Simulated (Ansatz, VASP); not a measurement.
## One calculation of CrCo2, two programs

```
Cr Co
1.0
     3.37785    0.00000    0.00000
     0.00000    3.37785    0.00000
     0.00000    0.00000    5.15393
Cr Co
2 4
Direct
  0.00000 0.50000 0.70000
  0.50000 0.00000 0.30000
  0.00000 0.00000 0.00000
  0.50000 0.50000 0.00000
  0.00000 0.50000 0.27000
  0.50000 0.00000 0.73000
```

Alike in both runs: task relaxation of cell and atoms; functional PBE; k mesh 6 × 6 × 4; occupations gaussian, width 0.1 eV; no spin polarisation.

|  | VASP | Ansatz |
| --- | --- | --- |
| version | VASP 6.6.1 | Ansatz 0.2.0 |
| potentials or method | VASP PAW PBE potentials, release 64 (Cr_pv, Co), cutoff 600 eV | scalar-relativistic, plane waves, PAW |
| valence electrons in the cell | 60 | 96 |

|  | VASP | Ansatz | Ansatz less VASP |
| --- | --- | --- | --- |
| gap on the k mesh at the Fermi level, each at its own relaxed structure (eV) | none | none | - |
| relaxed volume (Å³/atom) | 11.25 | 11.27 | +0.023 |
| relaxed length of the cell vector where the two differ most in proportion (Å) | 3.474 | 3.477 | +0.0029 |

A gap of «none» marks a metal or a gap that the smearing closes. VASP's potentials hold 60 valence electrons a cell and Ansatz's 96, so a difference there can come from the potentials and not from the codes.
